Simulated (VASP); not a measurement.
# Ni in VASP: density of states with PBE

Aim: the density of states of Ni with PBE.

Everything below comes from runs of VASP 6.6.1. Logs are shortened: lines on timing, memory, paths and dates and some standing lists are left out, and cuts for length are marked.

### Step 1. The cell of the first run

The cell holds a sheet with vacuum, 1 atom: a = 2.351 Å, b = 2.351 Å, c = 23.800 Å, α = 90.00°, β = 90.00°, γ = 120.00°.

### Step 2. Density of states, PBE, collinear spin, ferromagnetic start

Input file POSCAR:

```
Ni
1.0
    2.3508347837      0.0000002877      0.0000000000
   -1.1754176411      2.0358824990      0.0000000000
    0.0000000000      0.0000000000     23.8000000000
Ni
1
Direct
    0.0000000000      0.0000000000      0.2941176471
```

Input file INCAR.step1:

```
SYSTEM = Ni
ALGO = Normal ; DIPOL = 0.5 0.5 0.294
EDIFF = 1E-6 ; ENCUT = 520
GGA = PE ; IDIPOL = 3
ISIF = 2 ; ISMEAR = 0
ISPIN = 2 ; LASPH = .True.
LCHARG = .True. ; LDIPOL = .True.
LMAXMIX = 4 ; LREAL = .False.
LWAVE = .False. ; MAGMOM = 0.93
NBANDS = 15 ; NELM = 150
PREC = Accurate ; SIGMA = 0.1
```

Input file KPOINTS.step1:

```
k-points
0
Gamma
  24 24 1
  0 0 0
```

Input file INCAR.step2:

```
SYSTEM = Ni
ALGO = Normal ; DIPOL = 0.5 0.5 0.294
EDIFF = 1E-6 ; ENCUT = 520
GGA = PE ; ICHARG = 11
IDIPOL = 3 ; ISIF = 2
ISMEAR = -5 ; ISPIN = 2
LASPH = .True. ; LCHARG = .False.
LDIPOL = .True. ; LMAXMIX = 4
LORBIT = 11 ; LREAL = .False.
LWAVE = .False. ; MAGMOM = 0.93
NBANDS = 15 ; NEDOS = 2001
NELM = 150 ; PREC = Accurate
SIGMA = 0.1
```

Input file KPOINTS.step2:

```
k-points
0
Gamma
  36 36 1
  0 0 0
```

Potentials or basis: VASP PAW PBE potentials, release 64 (Ni).

Launch:

```bash
> cat potpaw_PBE.64/Ni/POTCAR > POTCAR
> cp INCAR.step1 INCAR
> cp KPOINTS.step1 KPOINTS
> mpirun -np 1 vasp_std > vasp.out
> cp INCAR.step2 INCAR
> cp KPOINTS.step2 KPOINTS
> mpirun -np 1 vasp_std > vasp.out
```

OUTCAR:

```text
SYSTEM = Ni
   EDIFF = 1E-6
   ENCUT = 520
   GGA = PE
   ICHARG = 11
   ISIF = 2
   ISMEAR = -5
   ISPIN = 2
   LASPH = .True.
   LORBIT = 11
   LREAL = .False.
   NELM = 150
   PREC = Accurate

 ion  position               nearest neighbor table
   1  0.000  0.000  0.294-

  LATTYP: Found a hexagonal cell.
 ALAT       =     2.3508347837
 C/A-ratio  =    10.1240632328

  Lattice vectors:

 A1 = (   2.3508347837,   0.0000002877,   0.0000000000)
 A2 = (  -1.1754176411,   2.0358824990,   0.0000000000)
 A3 = (   0.0000000000,   0.0000000000,  23.8000000000)

Analysis of symmetry for initial positions (statically):
=====================================================================
 Subroutine PRICEL returns:
 Original cell was already a primitive cell.

 Routine SETGRP: Setting up the symmetry group for a
 hexagonal supercell.

 Subroutine GETGRP returns: Found 24 space group operations
 (whereof 12 operations were pure point group operations)
 out of a pool of 24 trial point group operations.

The static configuration has the point symmetry C_6v.
 The point group associated with its full space group is D_6h.

Analysis of symmetry for dynamics (positions and initial velocities):
=====================================================================
 Subroutine PRICEL returns:
 Original cell was already a primitive cell.

 Routine SETGRP: Setting up the symmetry group for a
 hexagonal supercell.

 Subroutine GETGRP returns: Found 24 space group operations
 (whereof 12 operations were pure point group operations)
 out of a pool of 24 trial point group operations.

The dynamic configuration has the point symmetry C_6v.
 The point group associated with its full space group is D_6h.

Analysis of structural, dynamic, and magnetic symmetry:
=====================================================================
 Subroutine PRICEL returns:
 Original cell was already a primitive cell.

 Routine SETGRP: Setting up the symmetry group for a
 hexagonal supercell.

 Subroutine GETGRP returns: Found 24 space group operations
 (whereof 12 operations were pure point group operations)
 out of a pool of 24 trial point group operations.

The overall configuration has the point symmetry C_6v.
 The point group associated with its full space group is D_6h.

 Subroutine INISYM returns: Found 24 space group operations
 (whereof 12 operations are pure point group operations),
 and found     1 'primitive' translations

----------------------------------------------------------------------------------------

                                     Primitive cell

  volume of cell :     113.9074

  direct lattice vectors                    reciprocal lattice vectors
     2.350834784  0.000000288  0.000000000     0.425380778  0.245593776  0.000000000
    -1.175417641  2.035882499  0.000000000    -0.000000060  0.491187448  0.000000000
     0.000000000  0.000000000 23.800000000     0.000000000  0.000000000  0.042016807

  length of vectors
     2.350834784  2.350834784 23.800000000     0.491187448  0.491187448  0.042016807

  position of ions in fractional coordinates (direct lattice)
     0.000000000  0.000000000  0.294117647

  ion indices of the primitive-cell ions
   primitive index   ion index
                 1           1

----------------------------------------------------------------------------------------

 KPOINTS: k-points

Automatic generation of k-mesh.
 Grid dimensions read from file:
 generate k-points for:   36   36    1

 Generating k-lattice:

  Cartesian coordinates                     Fractional coordinates (reciprocal lattice)
     0.011816133  0.006822049  0.000000000     0.027777778  0.000000000  0.000000000
    -0.000000002  0.013644096  0.000000000    -0.000000000  0.027777778  0.000000000
     0.000000000  0.000000000  0.042016807     0.000000000  0.000000000  1.000000000

  Length of vectors
     0.013644096  0.013644096  0.042016807

  Shift w.r.t. Gamma in fractional coordinates (k-lattice)
     0.000000000  0.000000000  0.000000000

 TETIRR: Found    664 inequivalent tetrahedra from     7776

 Subroutine IBZKPT returns following result:
 ===========================================

 Found    127 irreducible k-points:
[... 34 lines left out ...]
   NGX,Y,Z   is equivalent  to a cutoff of  12.73, 12.73, 12.57 a.u.
   NGXF,Y,Z  is equivalent  to a cutoff of  25.46, 25.46, 25.15 a.u.
 SYSTEM =  Ni
   PREC   = accura    normal or accurate (medium, high low for compatibility)
   ISTART =      0    job   : 0-new  1-cont  2-samecut
   ICHARG =     11    charge: 1-file 2-atom 10-const
   ISPIN  =      2    spin polarized calculation?
   LNONCOLLINEAR =      F non collinear calculations
   LSORBIT =      F    spin-orbit coupling
   LASPH  =      T    aspherical Exc in radial PAW
   ENCUT  =  520.0 eV  38.22 Ry    6.18 a.u.   4.37  4.37 44.25*2*pi/ulx,y,z
   NELM   =    150;   NELMIN=  2; NELMDL=  0     # of ELM steps
   EDIFF  = 0.1E-05   stopping-criterion for ELM
   LREAL  =      F    real-space projection
   EDIFFG = 0.1E-04   stopping-criterion for IOM
   NSW    =      0    number of steps for IOM
   IBRION =     -1    ionic relax: 0-MD 1-quasi-New 2-CG
   NFREE  =      0    steps in history (QN), initial steepest desc. (CG)
   ISIF   =      2    stress and relaxation
   ISYM   =      2    0-nonsym 1-usesym 2-fastsym
   POTIM  = 0.5000    time-step for ionic-motion
   TEBEG  =    0.0;   TEEND  =   0.0 temperature during run
   PSTRESS=    0.0 pullay stress
   NELECT =      10.0000    total number of electrons
   NUPDOWN=      -1.0000    fix difference up-down
   EMIN   =  10.00;   EMAX   =-10.00  energy-range for DOS
   EFERMI =   0.00;   METHOD = LEGACY
   ISMEAR =    -5;   SIGMA  =   0.10  broadening in eV -4-tet -1-fermi 0-gaus
   EFERMI_NEDOS =   21; number of points for ismear=-14 and -15
   IALGO  =     38    algorithm
   IMIX   =      4    mixing-type and parameters
     AMIX     =   0.40;   BMIX     =  1.00
     AMIX_MAG =   1.60;   BMIX_MAG =  1.00
  volume/ion in A,a.u.               =     113.91       768.68
  Fermi-wavevector in a.u.,A,eV,Ry     =   0.727597  1.374959  7.202889  0.529397
  Thomas-Fermi vector in A             =   1.818860
   LORBIT       =     11    0 simple, 1 ext, 2 COOP (PROOUT), +10 PAW based schemes
   GGA     = PE    functional components
   LHFCALC =     F    Hartree Fock is set to
   AEXX    =    0.0000 exact exchange contribution
   IVDW    =     0    specifies the selected vdW correction
   LEPSILON=     F    determine dielectric tensor
   LRPA    =     F    only Hartree local field effects (RPA)
 spin polarized calculation
 Fermi weights with tetrahedron method with Bloechl corrections
  energy-cutoff  :      520.00
  volume of cell :      113.91
 maximum number of plane-waves:      3149
 NGX is ok and might be reduce to    18

 number of electron      10.0000000 magnetization       0.7625883

 dipolmoment           0.000000      0.000000     -0.000086 electrons x Angstroem

 Free energy of the ion-electron system (eV)
  ---------------------------------------------------
  ext. energy  EPLUGINS =         0.00000000
  ---------------------------------------------------
  free energy    TOTEN  =        -4.29848864 eV

  energy without entropy =       -4.29848864  energy(sigma->0) =       -4.29848864

 E-fermi :  -4.0170     XC(G=0):  -1.9959

 val. band max:       -4.0209671050   @ k =   0.1944   0.1667   0.0000
 cond. band min:      -4.0084082159   @ k =   0.1944   0.1667   0.0000
 fundamental gap:      0.0125588891
 Fermi energy:        -4.0170479011

 spin component 1

 k-point     1 :       0.0000    0.0000    0.0000
  band No.  band energies     occupation
      1     -10.1112      1.00000
      2      -6.1919      1.00000
      3      -6.1919      1.00000
      4      -5.9317      1.00000
      5      -4.7624      1.00000
      6      -4.7624      1.00000
      7      -3.1998      0.00000
      8       1.0695      0.00000
      9       1.5148      0.00000
     10       1.5954      0.00000
     11       2.4555      0.00000
     12       2.7037      0.00000
     13       4.0742      0.00000
     14       4.4691      0.00000
[... 403 lines left out ...]
      4      -5.6603      1.00000
      5      -5.6146      1.00000
      6      -4.8448      1.00000
      7      -1.7411      0.00000
      8       1.9021      0.00000
      9       2.4037      0.00000
     10       2.4547      0.00000
     11       3.3482      0.00000
     12       3.5486      0.00000
     13       4.9708      0.00000
     14       5.3037      0.00000
     15       7.2453      0.00000

 [... further k-points ...]

 spin component 2

 k-point     1 :       0.0000    0.0000    0.0000
  band No.  band energies     occupation
      1     -10.0816      1.00000
      2      -5.5963      1.00000
      3      -5.4224      1.00000
      4      -5.4224      1.00000
      5      -3.5593      0.00000
      6      -3.5593      0.00000
      7      -3.3107      0.00000
      8       1.0122      0.00000
      9       1.4657      0.00000
     10       1.5987      0.00000
     11       2.4249      0.00000
     12       2.7008      0.00000
     13       4.0565      0.00000
     14       4.4475      0.00000
[... 403 lines left out ...]
      4      -4.9964      1.00000
      5      -4.7193      1.00000
      6      -3.6493      0.00000
      7      -1.5851      0.00000
      8       1.8403      0.00000
      9       2.3619      0.00000
     10       2.4584      0.00000
     11       3.3208      0.00000
     12       3.5438      0.00000
     13       4.9570      0.00000
     14       5.2790      0.00000
     15       7.2275      0.00000

 [... further k-points ...]

------------------------ aborting loop because EDIFF is reached ----------------------------------------

 vacuum level on the upper side and lower side of the slab       (xc-potential included)        -0.149        -0.145

  FORCE on cell =-STRESS in cart. coord.  units (eV):
  Direction    XX          YY          ZZ          XY          YZ          ZX
  --------------------------------------------------------------------------------------
  -------------------------------------------------------------------------------------
  Total       -0.5935477     -0.5935477     -0.5981898      0.0000000      0.0000000      0.0000000
  in kB       -8.3486142     -8.3486142     -8.4139084      0.0000000      0.0000000      0.0000000
  external PRESSURE =      -8.3703789 kB  Pullay stress =       0.0000000 kB

 VOLUME and BASIS-vectors are now :
 -----------------------------------------------------------------------------
  energy-cutoff  :      520.00
  volume of cell :      113.91
      direct lattice vectors                 reciprocal lattice vectors
     2.350834784  0.000000288  0.000000000     0.425380778  0.245593776  0.000000000
    -1.175417641  2.035882499  0.000000000    -0.000000060  0.491187448  0.000000000
     0.000000000  0.000000000 23.800000000     0.000000000  0.000000000  0.042016807

 POSITION                                       TOTAL-FORCE (eV/Angst)
 -----------------------------------------------------------------------------------
      0.00000      0.00000      7.00000         0.000000      0.000000      0.000000
 -----------------------------------------------------------------------------------
    total drift:                                0.000000      0.000000     -0.028541

  FREE ENERGIE OF THE ION-ELECTRON SYSTEM (eV)
  ---------------------------------------------------
  free  energy   TOTEN  =        -4.2984886357 eV

  energy  without entropy=       -4.2984886357  energy(sigma->0) =       -4.29848864

 vacuum level on the upper side and lower side of the slab         1.292         1.291

 total charge

# of ion       s       p       d       tot
------------------------------------------
    1        0.558   0.359   8.279   9.196

 magnetization (x)

# of ion       s       p       d       tot
------------------------------------------
    1       -0.009  -0.024   0.871   0.837
```

Wall time 4.8 min (1 thread of AMD EPYC 9R45 (Zen 5), shared host); peak memory 0.44 GiB.

What came out:

```yaml
Net_moment: 0.76 μB per cell
Site_moments: Ni +0.84 μB
Valence_electrons_inside_the_program's_atomic_spheres: Ni 9.20
```

Caveat: tetrahedron occupations give inexact forces and stress in metals.
